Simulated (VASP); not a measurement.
Wanted: the native input for a VASP 6.6.1 run.

```yaml
Task: single point
Functional: PBEsol
Potentials_or_basis: VASP PAW PBE potentials, release 64 (Sn_d)
Cutoff: 520 eV
k_mesh: 22 × 22 × 22
Occupations: gaussian, width 0.15 eV
Spin: no spin polarisation
Dipole_correction: no
Further_INCAR_settings: ALGO = Fast; EDIFF = 1e-06; NBANDS = 13
```

The structure of Sn lies in POSCAR:

```
Sn
1.0
   -1.9192048979      1.9192048979      1.7787752712
    1.9192048979     -1.9192048979      1.7787752712
    1.9192048979      1.9192048979     -1.7787752712
Sn
1
Direct
    0.0000000000      0.0000000000      0.0000000000
```

This cell differs from its parent crystal: strain +0.025 along x and y, -0.050 along z.

One way to write it, as run:

INCAR

```
ALGO     = Fast           # electronic algorithm
EDIFF    = 1E-6           # SCF threshold, eV
ENCUT    = 520            # plane-wave cutoff, eV
GGA      = PS             # functional
ISIF     = 2              # what is computed and relaxed
ISMEAR   = 0              # smearing method
LASPH    = T              # aspherical terms in the spheres
LCHARG   = T              # write CHGCAR
LELF     = T              # ELF
LREAL    = F              # projectors in reciprocal space
LVHAR    = T            
LWAVE    = F              # write WAVECAR
NBANDS   = 13             # bands
NELM     = 60             # most SCF steps
PREC     = Accurate       # precision mode
SIGMA    = 0.15           # smearing width, eV
```

KPOINTS

```
k-points
0
Gamma
  22 22 22
```

Potentials or basis: VASP PAW PBE potentials, release 64 (Sn_d).

Launch:

```console
$ cat potpaw_PBE.64/Sn_d/POTCAR > POTCAR
$ mpirun -np 1 vasp_std > vasp.out
```

It gave:

| Property | Result |
| --- | --- |
| Pressure | -0.1 GPa |
| Band gap on the k mesh | zero (bands 7 and 8 overlap by 10.48 eV) |

Caveat: the cell differs from its parent crystal (strain +0.025 along x and y, -0.050 along z); the PAW data sets were made with another functional, which shifts forces and pressure a little; spin-orbit coupling is left out, which moves the levels of the heavy elements.

It took 2.3 min on 1 thread of AMD EPYC 9R45 96-Core Processor (Zen 5), with other jobs on the host, peak memory 0.32 GiB.
